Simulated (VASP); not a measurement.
A run of VASP 6.6.1 is set up as follows.

File INCAR:

```
SYSTEM = Pb
PREC = Accurate
ENCUT = 520
EDIFF = 1E-6
ISMEAR = -1
SIGMA = 0.1
LREAL = .False.
LASPH = .True.
NELM = 100
ALGO = Normal
ISIF = 2
LWAVE = .False.
LCHARG = .False.
GGA = B5
ALDAX = 1.0
AGGAX = 1.0
AGGAC = 1.0
ALDAC = 0.0
NBANDS = 13
```

KPOINTS

```
Automatic mesh
0
Gamma
  15 15 15
  0 0 0
```

POSCAR

```
Pb
1.0
    3.2995498802      0.0000000000      0.0000000000
    0.0000000000      3.2995498802      0.0000000000
    0.0000000000      0.0000000000      3.2995498802
Pb
1
Direct
    0.0000000000      0.0000000000      0.0000000000
```

Potentials or basis: VASP PAW PBE potentials, release 64 (Pb_d).

Command:

```console
$ cat potpaw_PBE.64/Pb_d/POTCAR > POTCAR
$ mpirun -np 1 vasp_std > vasp.out
```

(1) What does it give for the pressure?

(2) Estimate the band gap on the k mesh.

Results:

(1) 1.4 GPa.

(2) zero (band 7 reaches 10.37 eV, above the bottom of band 8 at 4.18 eV).

Caveat: the PAW data sets were made with another functional, which shifts forces and pressure a little; spin-orbit coupling is left out, which moves the levels of the heavy elements.
